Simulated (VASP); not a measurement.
# YMg2O2 (P4/mmm) in VASP: a series of runs

YMg2O2 is run at these levels: PBE; tasks: single point, relaxation of cell and atoms.

Everything below comes from runs of VASP 6.6.1. Logs are shortened: lines on timing, memory, paths and dates and some standing lists are left out, and cuts for length are marked.

### Step 1. The cell of the first run

It takes space group P4/mmm (No. 123, tetragonal). The conventional cell has a = 3.527 Å, b = 3.527 Å, c = 5.532 Å, α = 90.00°, β = 90.00°, γ = 90.00°. Within 3.8 Å of Y (site symmetry 4/mmm) lie 8 O at 2.86 Å and 8 Mg at 3.28 Å and 4 Y at 3.53 Å. Mg (site symmetry mmm) has 4 O at 2.23 Å and 4 Mg at 2.49 Å within 2.9 Å. Within 2.9 Å of O (site symmetry 4mm) lie 4 Mg at 2.23 Å and 2 O at 2.73 to 2.80 Å and 4 Y at 2.86 Å.

### Step 2. Single point, PBE

The input, INCAR:

```
SYSTEM = YMg2O2
PREC     = Accurate       ! precision mode
ENCUT    = 520            ! plane-wave cutoff, eV
EDIFF    = 1E-6           ! SCF threshold, eV
ISMEAR   = 0              ! smearing method
SIGMA    = 0.1            ! smearing width, eV
LREAL    = .False.        ! projectors in reciprocal space
LASPH    = .True.         ! aspherical terms in the spheres
NELM     = 80             ! most SCF steps
ALGO     = Normal         ! electronic algorithm
ISIF     = 2              ! what is computed and relaxed
LWAVE    = .False.        ! write WAVECAR
LCHARG   = .False.        ! write CHGCAR
GGA      = PE             ! functional
NBANDS   = 22             ! bands
```

The input, KPOINTS:

```
regular mesh
0
Gamma
  4 4 4
  0 0 0
```

The input, POSCAR:

```
YMg2O2
1.0
    3.5273185116      0.0000000000      0.0000000000
    0.0000000000      3.5273185116      0.0000000000
    0.0000000000      0.0000000000      5.5323129156
Y Mg O
1 2 2
Direct
    0.0000000000      0.0000000000      0.0000000000
    0.0000000000      0.5000000000      0.5000000000
    0.5000000000      0.0000000000      0.5000000000
    0.5000000000      0.5000000000      0.2530977404
    0.5000000000      0.5000000000      0.7469022596
```

Potentials or basis: VASP PAW PBE potentials, release 64 (Y_sv, Mg, O).

Command:

```bash
$ cat potpaw_PBE.64/Y_sv/POTCAR potpaw_PBE.64/Mg/POTCAR potpaw_PBE.64/O/POTCAR > POTCAR
$ mpirun -np 1 vasp_std > vasp.out
```

OUTCAR:

```text
SYSTEM = YMg2O2
   PREC = Accurate
   ENCUT = 520
   EDIFF = 1E-6
   ISMEAR = 0
   LREAL = .False.
   LASPH = .True.
   NELM = 80
   ISIF = 2
   GGA = PE

 ion  position               nearest neighbor table
   1  0.000  0.000  0.000-   4 2.86   5 2.86   4 2.86   5 2.86   4 2.86   5 2.86   4 2.86   5 2.86
                             3 3.28   2 3.28   3 3.28   2 3.28   3 3.28   3 3.28   2 3.28   2 3.28
   2  0.000  0.500  0.500-   4 2.23   5 2.23   4 2.23   5 2.23   3 2.49   3 2.49   3 2.49   3 2.49
                             1 3.28   1 3.28   1 3.28   1 3.28
   3  0.500  0.000  0.500-   4 2.23   5 2.23   4 2.23   5 2.23   2 2.49   2 2.49   2 2.49   2 2.49
                             1 3.28   1 3.28   1 3.28   1 3.28
   4  0.500  0.500  0.253-   2 2.23   3 2.23   3 2.23   2 2.23   1 2.86   1 2.86   1 2.86   1 2.86

   5  0.500  0.500  0.747-   2 2.23   3 2.23   3 2.23   2 2.23   1 2.86   1 2.86   1 2.86   1 2.86

  LATTYP: Found a simple tetragonal cell.
 ALAT       =     3.5273185116
 C/A-ratio  =     1.5684188704

  Lattice vectors:

 A1 = (   3.5273185116,   0.0000000000,   0.0000000000)
 A2 = (   0.0000000000,   3.5273185116,   0.0000000000)
 A3 = (   0.0000000000,   0.0000000000,   5.5323129156)

Analysis of symmetry for initial positions (statically):
=====================================================================
 Subroutine PRICEL returns:
 Original cell was already a primitive cell.

 Routine SETGRP: Setting up the symmetry group for a
 simple tetragonal supercell.

 Subroutine GETGRP returns: Found 16 space group operations
 (whereof 16 operations were pure point group operations)
 out of a pool of 16 trial point group operations.

The static configuration has the point symmetry D_4h.

Analysis of symmetry for dynamics (positions and initial velocities):
=====================================================================
 Subroutine PRICEL returns:
 Original cell was already a primitive cell.

 Routine SETGRP: Setting up the symmetry group for a
 simple tetragonal supercell.

 Subroutine GETGRP returns: Found 16 space group operations
 (whereof 16 operations were pure point group operations)
 out of a pool of 16 trial point group operations.

The dynamic configuration has the point symmetry D_4h.

 Subroutine INISYM returns: Found 16 space group operations
 (whereof 16 operations are pure point group operations),
 and found     1 'primitive' translations
[... 93 lines left out ...]
   NELM   =     80;   NELMIN=  2; NELMDL= -5     # of ELM steps
   EDIFF  = 0.1E-05   stopping-criterion for ELM
   LREAL  =      F    real-space projection
   EDIFFG = 0.1E-04   stopping-criterion for IOM
   NSW    =      0    number of steps for IOM
   IBRION =     -1    ionic relax: 0-MD 1-quasi-New 2-CG
   NFREE  =      0    steps in history (QN), initial steepest desc. (CG)
   ISIF   =      2    stress and relaxation
   ISYM   =      2    0-nonsym 1-usesym 2-fastsym
   POTIM  = 0.5000    time-step for ionic-motion
   TEBEG  =    0.0;   TEEND  =   0.0 temperature during run
   PSTRESS=    0.0 pullay stress
   NELECT =      27.0000    total number of electrons
   NUPDOWN=      -1.0000    fix difference up-down
   EMIN   =  10.00;   EMAX   =-10.00  energy-range for DOS
   EFERMI =   0.00;   METHOD = LEGACY
   ISMEAR =     0;   SIGMA  =   0.10  broadening in eV -4-tet -1-fermi 0-gaus
   EFERMI_NEDOS =   21; number of points for ismear=-14 and -15
   IALGO  =     38    algorithm
   IMIX   =      4    mixing-type and parameters
     AMIX     =   0.40;   BMIX     =  1.00
     AMIX_MAG =   1.60;   BMIX_MAG =  1.00
  volume/ion in A,a.u.               =      13.77        92.90
  Fermi-wavevector in a.u.,A,eV,Ry     =   1.198388  2.264625 19.539781  1.436133
  Thomas-Fermi vector in A             =   2.334278
   LORBIT       =      0    0 simple, 1 ext, 2 COOP (PROOUT), +10 PAW based schemes
   GGA     = PE    functional components
   LHFCALC =     F    Hartree Fock is set to
   AEXX    =    0.0000 exact exchange contribution
   IVDW    =     0    specifies the selected vdW correction
   LEPSILON=     F    determine dielectric tensor
   LRPA    =     F    only Hartree local field effects (RPA)
 non-spin polarized calculation
 Gauss-broadening in eV      SIGMA  =   0.10
  energy-cutoff  :      520.00
  volume of cell :       68.83
 maximum number of plane-waves:      1892
 NGX is ok and might be reduce to    28
   NGX = 13   NGY = 13   NGZ = 21

 number of electron      27.0000006 magnetization

 Free energy of the ion-electron system (eV)
  ---------------------------------------------------
  ext. energy  EPLUGINS =         0.00000000
  ---------------------------------------------------
  free energy    TOTEN  =       -26.25492154 eV

  energy without entropy =      -26.25108964  energy(sigma->0) =      -26.25300559

 E-fermi :   5.9747     XC(G=0): -10.4938

 val. band max:        5.9380275289   @ k =   0.0000   0.0000   0.2500
 cond. band min:       6.0501949536   @ k =   0.2500   0.2500   0.5000
 fundamental gap:      0.1121674247
 Fermi energy:         5.9746675694

 k-point     1 :       0.0000    0.0000    0.0000
  band No.  band energies     occupation
      1     -38.0238      2.00000
      2     -18.1240      2.00000
      3     -17.8217      2.00000
      4     -17.8217      2.00000
      5     -14.0067      2.00000
      6     -13.1224      2.00000
[... 439 lines left out ...]
     21      11.8263      0.00000
     22      11.8263      0.00000

------------------------ aborting loop because EDIFF is reached ----------------------------------------

  FORCE on cell =-STRESS in cart. coord.  units (eV):
  Direction    XX          YY          ZZ          XY          YZ          ZX
  --------------------------------------------------------------------------------------
  -------------------------------------------------------------------------------------
  Total       -0.2184667     -0.2184667     -0.1332078      0.0000000      0.0000000      0.0000000
  in kB       -5.0851017     -5.0851017     -3.1005882      0.0000000      0.0000000      0.0000000
  external PRESSURE =      -4.4235972 kB  Pullay stress =       0.0000000 kB

 VOLUME and BASIS-vectors are now :
 -----------------------------------------------------------------------------
  energy-cutoff  :      520.00
  volume of cell :       68.83
      direct lattice vectors                 reciprocal lattice vectors
     3.527318512  0.000000000  0.000000000     0.283501475  0.000000000  0.000000000
     0.000000000  3.527318512  0.000000000     0.000000000  0.283501475  0.000000000
     0.000000000  0.000000000  5.532312916     0.000000000  0.000000000  0.180756225

 POSITION                                       TOTAL-FORCE (eV/Angst)
 -----------------------------------------------------------------------------------
      0.00000      0.00000      0.00000         0.000000      0.000000      0.000000
      0.00000      1.76366      2.76616         0.000000      0.000000      0.000000
      1.76366      0.00000      2.76616         0.000000      0.000000      0.000000
      1.76366      1.76366      1.40022         0.000000     -0.000000      0.031049
      1.76366      1.76366      4.13210         0.000000      0.000000     -0.031049
 -----------------------------------------------------------------------------------
    total drift:                                0.000000      0.000000     -0.000000

  FREE ENERGIE OF THE ION-ELECTRON SYSTEM (eV)
  ---------------------------------------------------
  free  energy   TOTEN  =       -26.2549215356 eV

  energy  without entropy=      -26.2510896377  energy(sigma->0) =      -26.25300559
```

Run time: 13 s. Hardware: 1 thread of Intel Xeon 6975P-C (Granite Rapids), shared host; peak memory 0.2 GiB.

Results:

```yaml
Free_energy: -26.2549 eV
Pressure: -0.4 GPa
Largest_force: 0.031 eV/Å
```

Forces in eV/Å, atoms in the order of the input:
```
Y    0.000  0.000  0.000
Mg   0.000  0.000  0.000
Mg   0.000  0.000  0.000
O    0.000  0.000  0.031
O    0.000  0.000 -0.031
```

Caveat: the k points lie up to 0.45 Å⁻¹ apart; an odd number of electrons without spin polarisation forces a metal; a magnetic or distorted state may lie lower.

### Step 3. Single point, PBE

This run uses another cell than the first one, of 16.63 Å³/atom, 1.208 times its volume.

The input, INCAR:

```
  PREC = Accurate
  ENCUT = 520
  EDIFF = 1E-6
  ISMEAR = 0
  SIGMA = 0.1
  LREAL = F
  LASPH = T
  NELM = 80
  ALGO = Normal
  ISIF = 2
  LWAVE = F
  LCHARG = F
  GGA = PE
  NBANDS = 22
```

The input, KPOINTS:

```
regular mesh
0
Gamma
  4 4 4
```

The input, POSCAR:

```
YMg2O2
1.0
    3.9428023000      0.0000000000      0.0000000000
    0.0000000000      3.9428023000      0.0000000000
    0.0000000000      0.0000000000      5.3482952300
Y Mg O
1 2 2
Direct
    0.0000000000      0.0000000000      0.0000000000
    0.0000000000      0.5000000000      0.5000000000
    0.5000000000      0.0000000000      0.5000000000
    0.5000000000      0.5000000000      0.2399999900
    0.5000000000      0.5000000000      0.7600000100
```

Potentials or basis: VASP PAW PBE potentials, release 64 (Y_sv, Mg, O).

Command:

```bash
$ cat potpaw_PBE.64/Y_sv/POTCAR potpaw_PBE.64/Mg/POTCAR potpaw_PBE.64/O/POTCAR > POTCAR
$ mpirun -np 1 vasp_std > vasp.out
```

Wall time 16 s (1 thread of Intel Xeon 6975P-C (Granite Rapids), shared host); peak memory 0.2 GiB.

It converged, with:

```yaml
Free_energy: -24.9210 eV
Pressure: -10.5 GPa
Largest_force: 1.056 eV/Å
```

Forces on the atoms (eV/Å):
```
Y    0.000  0.000  0.000
Mg   0.000  0.000  0.000
Mg   0.000  0.000  0.000
O    0.000  0.000  1.056
O    0.000  0.000 -1.056
```

Stress tensor (GPa, compression positive):
```
-18.53   0.00   0.00
  0.00 -18.53   0.00
  0.00   0.00   5.48
```

Levels at points of the mesh, in eV from the Fermi level:
```
           k point  band 10  band 11  band 12  band 13  band 14  band 15  band 16  band 17
(0.00, 0.00, 0.00)    -4.08    -3.62    -3.62    -1.55    -0.95     0.56     1.29     2.02
(0.50, 0.00, 0.00)    -4.20    -3.36    -2.05    -1.54    -0.08    -0.06     0.76     1.40
(0.50, 0.50, 0.00)    -4.47    -4.47    -3.02    -1.51     1.54     1.65     1.65     2.48
(0.00, 0.00, 0.50)    -3.91    -3.83    -3.83    -2.05    -1.47    -0.79     1.16     1.78
(0.50, 0.00, 0.50)    -3.92    -3.84    -3.43    -1.02    -0.74     0.29     0.86     1.01
(0.50, 0.50, 0.50)    -4.60    -3.61    -3.56    -1.80     0.02     1.31     1.31     2.02
```

Caveat: the k points lie up to 0.40 Å⁻¹ apart; an odd number of electrons without spin polarisation forces a metal; a magnetic or distorted state may lie lower.

### Step 4. Single point, PBE

This run uses another cell than the first one, of 13.69 Å³/atom, 0.995 times its volume.

The input, INCAR:

```
SYSTEM = YMg2O2
PREC = Accurate ; ENCUT = 520
EDIFF = 1E-7 ; ISMEAR = 0
SIGMA = 0.1 ; LREAL = .False.
LASPH = .True. ; NELM = 60
ALGO = Normal ; ISIF = 2
LWAVE = .False. ; LCHARG = .False.
GGA = PE ; NBANDS = 22
```

The input, KPOINTS:

```
Automatic mesh
0
Gamma
  6 6 4
  0 0 0
```

The input, POSCAR:

```
YMg2O2
1.0
    3.5227219773      0.0000000000      0.0000000000
    0.0000000000      3.5227219773      0.0000000000
    0.0000000000      0.0000000000      5.5165335051
Y Mg O
1 2 2
Direct
    0.0000000000      0.0000000000      0.0000000000
    0.0000000000      0.5000000000      0.5000000000
    0.5000000000      0.0000000000      0.5000000000
    0.5000000000      0.5000000000      0.2519518093
    0.5000000000      0.5000000000      0.7480481907
```

Command:

```bash
$ cat potpaw_PBE.64/Y_sv/POTCAR potpaw_PBE.64/Mg/POTCAR potpaw_PBE.64/O/POTCAR > POTCAR
$ mpirun -np 1 vasp_std > vasp.out
```

Wall time 21 s (1 thread of Intel Xeon 6975P-C (Granite Rapids), shared host); peak memory 0.21 GiB.

The run converged. Its results:

| Item | Value |
| --- | --- |
| Free energy | -26.2131 eV |
| Pressure | -0.3 GPa |
| Largest force | 0.027 eV/Å |

Forces on the atoms (eV/Å):
```
Y    0.000  0.000  0.000
Mg   0.000  0.000  0.000
Mg   0.000  0.000  0.000
O    0.000  0.000  0.027
O    0.000  0.000 -0.027
```

Stress tensor (GPa, compression positive):
```
-0.21  0.00  0.00
 0.00 -0.21  0.00
 0.00  0.00 -0.33
```

Levels at points of the mesh, in eV from the Fermi level:
| k point | band 9 | band 10 | band 11 | band 12 | band 13 | band 14 | band 15 | band 16 | band 17 | band 18 |
| --- | --- | --- | --- | --- | --- | --- | --- | --- | --- | --- |
| (0.00, 0.00, 0.00) | -5.29 | -4.93 | -4.93 | -4.32 | -3.43 | -1.25 | 0.59 | 1.33 | 2.98 | 2.98 |
| (0.50, 0.00, 0.00) | -5.79 | -5.40 | -4.60 | -3.49 | -2.31 | 0.26 | 0.73 | 1.04 | 2.12 | 2.85 |
| (0.50, 0.50, 0.00) | -6.64 | -6.10 | -6.10 | -3.37 | -3.24 | 1.81 | 2.32 | 2.32 | 3.27 | 3.47 |
| (0.00, 0.00, 0.50) | -5.34 | -5.34 | -4.89 | -4.89 | -2.84 | -1.31 | -1.18 | 1.17 | 2.90 | 2.90 |
| (0.50, 0.00, 0.50) | -5.79 | -5.08 | -4.98 | -4.82 | -1.07 | -0.63 | -0.22 | 1.43 | 1.73 | 3.00 |
| (0.50, 0.50, 0.50) | -5.80 | -5.80 | -5.42 | -5.21 | -2.17 | -0.21 | 2.20 | 2.20 | 2.45 | 3.97 |

Caveat: an odd number of electrons without spin polarisation forces a metal; a magnetic or distorted state may lie lower.

(Part 1 of 2 ends here.)
